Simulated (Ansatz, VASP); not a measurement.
# One calculation of Mg32O31, two programs

```xyz
63
Lattice="8.8806 0.0000 0.0000 0.0000 8.8806 0.0000 0.0000 0.0000 8.8806" Properties=species:S:1:pos:R:3 pbc="T T T"
Mg    4.4411    0.0008    0.0008
Mg    6.6604    2.2201   -0.1097
Mg    6.6604   -0.1097    2.2201
Mg   -0.0008    0.0008    0.0008
Mg    2.2201    2.2201   -0.0261
Mg    4.4411    4.4395    0.0008
Mg    6.6604    6.6604   -0.0261
Mg    2.2201   -0.0261    2.2201
Mg    4.3306    2.2201    2.2201
Mg    6.6604    4.5500    2.2201
Mg    4.4411    0.0008    4.4395
Mg    6.6604    2.2201    4.5500
Mg    6.6604   -0.0261    6.6604
Mg   -0.0008    4.4395    0.0008
Mg    2.2201    6.6604   -0.0074
Mg    0.1097    2.2201    2.2201
Mg    2.2201    4.4664    2.2201
Mg    4.4142    6.6604    2.2201
Mg   -0.0008    0.0008    4.4395
Mg    2.2201    2.2201    4.4664
Mg    4.4411    4.4395    4.4395
Mg    6.6604    6.6604    4.4664
Mg    2.2201   -0.0074    6.6604
Mg    4.4142    2.2201    6.6604
Mg    6.6604    4.4664    6.6604
Mg    0.0261    6.6604    2.2201
Mg   -0.0008    4.4395    4.4395
Mg    2.2201    6.6604    4.4477
Mg    0.0261    2.2201    6.6604
Mg    2.2201    4.4477    6.6604
Mg    4.4329    6.6604    6.6604
Mg    0.0074    6.6604    6.6604
O     6.6604   -0.0042    4.4445
O     0.0042    4.4445    2.2201
O     0.0042    2.2201    4.4445
O     2.2201    2.2201    2.2201
O     4.4361    4.4445    2.2201
O     6.6604    6.6604    2.2201
O     0.0042   -0.0042    2.2201
O     4.4361    2.2201    4.4445
O     6.6604    4.4445    4.4445
O    -0.0007    6.6604    4.4396
O     6.6604    2.2201    6.6604
O    -0.0007    4.4396    6.6604
O     0.0042    2.2201   -0.0042
O     2.2201    6.6604    2.2201
O     4.4361   -0.0042    2.2201
O     2.2201    4.4396    4.4396
O     4.4410    6.6604    4.4396
O     2.2201    2.2201    6.6604
O     4.4410    4.4396    6.6604
O     6.6604    6.6604    6.6604
O    -0.0007    0.0007    6.6604
O     4.4361    2.2201   -0.0042
O     6.6604    4.4445   -0.0042
O    -0.0007    6.6604    0.0007
O     2.2201    0.0007    4.4396
O     2.2201    6.6604    6.6604
O     4.4410    0.0007    6.6604
O     2.2201    4.4396    0.0007
O     4.4410    6.6604    0.0007
O     6.6604   -0.0042   -0.0042
O     2.2201    0.0007    0.0007
```

Alike in both runs: functional PBEsol; k mesh 1 × 1 × 1; occupations gaussian, width 0.05 eV; no spin polarisation.

Ansatz relaxed the structure, and its values are those at the end. VASP's run is a single point on that final structure, the one shown.

|  | VASP | Ansatz |
| --- | --- | --- |
| version | VASP 6.6.1 | Ansatz 0.2.0 |
| potentials or method | VASP PAW PBE potentials, release 64 (Mg, O), cutoff 520 eV | scalar-relativistic, plane waves, PAW |
| valence electrons in the cell | 250 | 506 |

```csv
,VASP,Ansatz,Ansatz less VASP
rms of the force components (eV/Å),0.008,0.008,0.0000
```

VASP's potentials were made for PBE, not for PBEsol, and Ansatz warns of the same on its side. VASP's potentials hold 250 valence electrons a cell and Ansatz's 506, so a difference there can come from the potentials and not from the codes.
